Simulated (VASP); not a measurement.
# CsSnI3 (Pm-3m) in VASP: notebook, part 2 of 2

VASP 6.6.1. The steps go on from the part before.

### 4 Single point, r2SCAN (volume changed by +6%)

Contents of POSCAR:

```
CsSnI3
1.0
    6.3638116387      0.0000000000      0.0000000000
    0.0000000000      6.3638116387      0.0000000000
    0.0000000000      0.0000000000      6.3638116387
Cs Sn I
1 1 3
Direct
    0.0000000000      0.0000000000      0.0000000000
    0.5000000000      0.5000000000      0.5000000000
    0.0000000000      0.5000000000      0.5000000000
    0.5000000000      0.0000000000      0.5000000000
    0.5000000000      0.5000000000      0.0000000000
```

Contents of INCAR.step1:

```
PREC     = Accurate       # precision mode
ENCUT    = 520            # plane-wave cutoff, eV
ISMEAR   = 0              # smearing method
SIGMA    = 0.01           # smearing width, eV
LREAL    = False          # projectors in reciprocal space
LASPH    = True           # aspherical terms in the spheres
NELM     = 100            # most SCF steps
NBANDS   = 30             # bands
GGA      = PE             # functional
ALGO     = Normal         # electronic algorithm
EDIFF    = 1E-4           # SCF threshold, eV
LWAVE    = True           # write WAVECAR
LCHARG   = False          # write CHGCAR
```

Contents of INCAR.step2:

```
PREC     = Accurate       # precision mode
ENCUT    = 520            # plane-wave cutoff, eV
EDIFF    = 1E-6           # SCF threshold, eV
ISMEAR   = 0              # smearing method
SIGMA    = 0.01           # smearing width, eV
LREAL    = False          # projectors in reciprocal space
LASPH    = True           # aspherical terms in the spheres
NELM     = 100            # most SCF steps
ALGO     = Normal         # electronic algorithm
ISIF     = 2              # what is computed and relaxed
LWAVE    = False          # write WAVECAR
LCHARG   = False          # write CHGCAR
METAGGA  = R2SCAN         # meta-GGA
LMIXTAU  = True         
NBANDS   = 30             # bands
ISTART   = 1
```

Contents of KPOINTS:

```
Automatic mesh
0
Gamma
  4 4 4
```

Potentials or basis: VASP PAW PBE potentials, release 64 (Cs_sv, Sn_d, I).

On the command line:

```
$ cat potpaw_PBE.64/Cs_sv/POTCAR potpaw_PBE.64/Sn_d/POTCAR potpaw_PBE.64/I/POTCAR > POTCAR
$ cp INCAR.step1 INCAR
$ mpirun -np 1 vasp_std > vasp.out
$ cp INCAR.step2 INCAR
$ mpirun -np 1 vasp_std > vasp.out
```

OUTCAR:

```text
PREC = Accurate
   ENCUT = 520
   EDIFF = 1E-6
   ISMEAR = 0
   LREAL = False
   LASPH = True
   NELM = 100
   ISIF = 2
   METAGGA = R2SCAN
   ISTART = 1

 ion  position               nearest neighbor table
   1  0.000  0.000  0.000-
   2  0.500  0.500  0.500-   3 3.18   4 3.18   5 3.18   5 3.18   4 3.18   3 3.18
   3  0.000  0.500  0.500-   2 3.18   2 3.18
   4  0.500  0.000  0.500-   2 3.18   2 3.18
   5  0.500  0.500  0.000-   2 3.18   2 3.18

  LATTYP: Found a simple cubic cell.
 ALAT       =     6.3638116387

  Lattice vectors:

 A1 = (   6.3638116387,   0.0000000000,   0.0000000000)
 A2 = (   0.0000000000,   6.3638116387,   0.0000000000)
 A3 = (   0.0000000000,   0.0000000000,   6.3638116387)

Analysis of symmetry for initial positions (statically):
=====================================================================
 Subroutine PRICEL returns:
 Original cell was already a primitive cell.

 Routine SETGRP: Setting up the symmetry group for a
 simple cubic supercell.

 Subroutine GETGRP returns: Found 48 space group operations
 (whereof 48 operations were pure point group operations)
 out of a pool of 48 trial point group operations.

The static configuration has the point symmetry O_h .

Analysis of symmetry for dynamics (positions and initial velocities):
=====================================================================
 Subroutine PRICEL returns:
 Original cell was already a primitive cell.

 Routine SETGRP: Setting up the symmetry group for a
 simple cubic supercell.

 Subroutine GETGRP returns: Found 48 space group operations
 (whereof 48 operations were pure point group operations)
 out of a pool of 48 trial point group operations.

[... 105 lines left out ...]
   EFERMI =   0.00;   METHOD = LEGACY
   ISMEAR =     0;   SIGMA  =   0.01  broadening in eV -4-tet -1-fermi 0-gaus
   EFERMI_NEDOS =   21; number of points for ismear=-14 and -15
   IALGO  =     38    algorithm
   IMIX   =      4    mixing-type and parameters
     AMIX     =   0.40;   BMIX     =  1.00
     AMIX_MAG =   1.60;   BMIX_MAG =  1.00
  volume/ion in A,a.u.               =      51.54       347.84
  Fermi-wavevector in a.u.,A,eV,Ry     =   0.908187  1.716224 11.222124  0.824803
  Thomas-Fermi vector in A             =   2.032083
   LORBIT       =      0    0 simple, 1 ext, 2 COOP (PROOUT), +10 PAW based schemes
   METAGGA = R2SCAN    functional components
   LHFCALC =     F    Hartree Fock is set to
   AEXX    =    0.0000 exact exchange contribution
   IVDW    =     0    specifies the selected vdW correction
   LEPSILON=     F    determine dielectric tensor
   LRPA    =     F    only Hartree local field effects (RPA)
 non-spin polarized calculation
 Gauss-broadening in eV      SIGMA  =   0.01
  energy-cutoff  :      520.00
  volume of cell :      257.72
 maximum number of plane-waves:      6979
 NGX is ok and might be reduce to    48
   NGX = 23   NGY = 23   NGZ = 23

 number of electron      44.0000010 magnetization

 Free energy of the ion-electron system (eV)
  ---------------------------------------------------
  ext. energy  EPLUGINS =         0.00000000
  ---------------------------------------------------
  free energy    TOTEN  =      -128.59138609 eV

  energy without entropy =     -128.59138609  energy(sigma->0) =     -128.59138609

 E-fermi :   1.9890     XC(G=0):  -7.5785

 val. band max:        1.8889703013   @ k =   0.5000   0.5000   0.5000
 cond. band min:       2.6479236787   @ k =   0.5000   0.5000   0.5000
 fundamental gap:      0.7589533774
 Fermi energy:         1.9889568383

 k-point     1 :       0.0000    0.0000    0.0000
  band No.  band energies     occupation
      1     -20.8755      2.00000
      2     -20.8140      2.00000
      3     -20.8140      2.00000
      4     -20.7975      2.00000
      5     -20.7975      2.00000
      6     -20.7975      2.00000
[... 319 lines left out ...]
     29       6.6121      0.00000
     30       7.7797      0.00000

------------------------ aborting loop because EDIFF is reached ----------------------------------------

  FORCE on cell =-STRESS in cart. coord.  units (eV):
  Direction    XX          YY          ZZ          XY          YZ          ZX
  --------------------------------------------------------------------------------------
  -------------------------------------------------------------------------------------
  Total       -1.4287996     -1.4287996     -1.4287996      0.0000000      0.0000000      0.0000000
  in kB       -8.8823922     -8.8823922     -8.8823922      0.0000000      0.0000000      0.0000000
  external PRESSURE =      -8.8823922 kB  Pullay stress =       0.0000000 kB

 VOLUME and BASIS-vectors are now :
 -----------------------------------------------------------------------------
  energy-cutoff  :      520.00
  volume of cell :      257.72
      direct lattice vectors                 reciprocal lattice vectors
     6.363811639  0.000000000  0.000000000     0.157138529  0.000000000  0.000000000
     0.000000000  6.363811639  0.000000000     0.000000000  0.157138529  0.000000000
     0.000000000  0.000000000  6.363811639     0.000000000  0.000000000  0.157138529

 POSITION                                       TOTAL-FORCE (eV/Angst)
 -----------------------------------------------------------------------------------
      0.00000      0.00000      0.00000         0.000000      0.000000      0.000000
      3.18191      3.18191      3.18191         0.000000      0.000000      0.000000
      0.00000      3.18191      3.18191         0.000000      0.000000      0.000000
      3.18191      0.00000      3.18191         0.000000      0.000000      0.000000
      3.18191      3.18191      0.00000         0.000000      0.000000      0.000000
 -----------------------------------------------------------------------------------
    total drift:                                0.000000     -0.000000     -0.000000

  FREE ENERGIE OF THE ION-ELECTRON SYSTEM (eV)
  ---------------------------------------------------
  free  energy   TOTEN  =      -128.5913860859 eV

  energy  without entropy=     -128.5913860859  energy(sigma->0) =     -128.59138609
```

OUTCAR.step1:

```text
PREC = Accurate
   ENCUT = 520
   ISMEAR = 0
   LREAL = False
   LASPH = True
[... 545 lines left out ...]
      3.18191      3.18191      3.18191         0.000000      0.000000      0.000000
      0.00000      3.18191      3.18191         0.000000      0.000000      0.000000
      3.18191      0.00000      3.18191         0.000000      0.000000      0.000000
      3.18191      3.18191      0.00000         0.000000      0.000000      0.000000
 -----------------------------------------------------------------------------------
    total drift:                                0.000000     -0.000000     -0.000000

  FREE ENERGIE OF THE ION-ELECTRON SYSTEM (eV)
  ---------------------------------------------------
  free  energy   TOTEN  =       -13.9658022950 eV

  energy  without entropy=      -13.9658022950  energy(sigma->0) =      -13.96580229
```

OSZICAR.step1:

```text
N       E                     dE             d eps       ncg     rms          rms(c)
DAV:   1     0.341732935853E+03    0.34173E+03   -0.17988E+04   600   0.130E+03
DAV:   2     0.272925945106E+02   -0.31444E+03   -0.30318E+03   704   0.269E+02
DAV:   3    -0.126943361928E+02   -0.39987E+02   -0.39681E+02   702   0.108E+02
DAV:   4    -0.142814978412E+02   -0.15872E+01   -0.15831E+01   786   0.258E+01
DAV:   5    -0.143343387805E+02   -0.52841E-01   -0.52835E-01   910   0.426E+00    0.369E+00
DAV:   6    -0.139948113965E+02    0.33953E+00   -0.47928E-01   756   0.348E+00    0.239E+00
DAV:   7    -0.139598439328E+02    0.34967E-01   -0.33620E-01   756   0.221E+00    0.107E+00
DAV:   8    -0.139663853808E+02   -0.65414E-02   -0.50555E-02   720   0.144E+00    0.293E-01
DAV:   9    -0.139654775400E+02    0.90784E-03   -0.56108E-03   772   0.524E-01    0.136E-01
DAV:  10    -0.139657523391E+02   -0.27480E-03   -0.97026E-04   684   0.142E-01    0.593E-02
DAV:  11    -0.139658022950E+02   -0.49956E-04   -0.28752E-04   604   0.107E-01
   1 F= -.13965802E+02 E0= -.13965802E+02  d E =-.468687E-63
```

Wall time 14 min (1 thread of AMD EPYC, shared host); peak memory 0.37 GiB.

Results:

```yaml
Free_energy: -128.5914 eV
Pressure: -0.9 GPa
Band_gap_on_the_k_mesh: 0.76 eV, direct
```

Levels at points of the mesh, in eV from the valence-band top:
```csv
k point,band 18,band 19,band 20,band 21,band 22,band 23,band 24,band 25,band 26,band 27
"(0.00, 0.00, 0.00)",-2.09,-2.09,-1.97,-1.97,-1.97,2.90,3.83,3.83,4.23,4.23
"(0.50, 0.00, 0.00)",-2.31,-2.22,-2.07,-2.07,-1.47,1.44,4.33,4.54,4.54,4.54
"(0.50, 0.50, 0.00)",-2.36,-2.36,-2.35,-1.58,-0.72,1.14,1.14,4.24,4.94,5.08
"(0.50, 0.50, 0.50)",-2.34,-1.56,-1.56,-1.56,0.00,0.76,0.76,0.76,3.77,4.72
```

Caveat: the PAW data sets were made with another functional, which shifts forces and pressure a little; spin-orbit coupling is left out, which moves the levels of the heavy elements. A k mesh can miss the band edges.

### 5 The runs side by side

```tsv
cell	gap on the mesh (eV)	pressure (GPa)
a = 6.241 Å, 5 atoms	0.50	0.0
a = 6.303 Å, 5 atoms	0.64	-0.5
a = 6.364 Å, 5 atoms	0.76	-0.9
```

Alike in all rows: task single point; level r2SCAN; potentials or basis VASP PAW PBE potentials, release 64 (Cs_sv, Sn_d, I); no spin polarisation; k mesh 4 × 4 × 4; cutoff (eV) 520; smearing gaussian 0.01 eV.

Caveats: the PAW data sets were made with another functional, which shifts forces and pressure a little; spin-orbit coupling is left out, which moves the levels of the heavy elements.

Total energies depend on the potentials used, so only differences within one code and one set of settings carry meaning.
